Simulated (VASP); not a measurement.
A run of VASP 6.6.1 is set up as follows.

File INCAR:

```
  ALGO = Normal
  EDIFF = 1E-6
  ENCUT = 520
  ISIF = 2
  ISMEAR = 0
  LASPH = T
  LCHARG = F
  LREAL = F
  LWAVE = F
  NBANDS = 35
  NELM = 80
  PREC = Accurate
  SIGMA = 0.05
```

File KPOINTS:

```
k-points
0
Gamma
  6 6 8
```

Contents of POSCAR:

```
SnO2
1.0
    4.7212714761      0.0000000000      0.0000000000
    0.0000000000      4.7242464798      0.0000000000
    0.0000000000      0.0000000000      3.1900193999
Sn O
2 4
Direct
    0.5000000000      0.5000000000      0.5000000000
    0.0000000000      0.0000000000      0.0000000000
    0.2606358445      0.2616692897     -0.0470216576
    0.8055669685      0.1934278808      0.5000000000
    0.1944330315      0.8065721192      0.5000000000
    0.6944330315      0.6934278808      0.0000000000
```

Potentials or basis: VASP PAW LDA potentials, release 64 (Sn_d, O).

Run with:

```bash
$ cat potpaw_LDA.64/Sn_d/POTCAR potpaw_LDA.64/O/POTCAR > POTCAR
$ mpirun -np 1 vasp_std > vasp.out
```

(1) Estimate the largest force.

(2) Predict the band gap on the k mesh.

## Answers

(1) 10.052 eV/Å.

(2) 0.89 eV.

Caveat: the cell differs from its parent crystal (atom 3 (O) moved by (-0.300, -0.150) A along [1 1 0] and z); spin-orbit coupling is left out, which moves the levels of the heavy elements; forces of over 1 eV/Å act on the atoms, so gaps and moduli don't describe the material at rest.
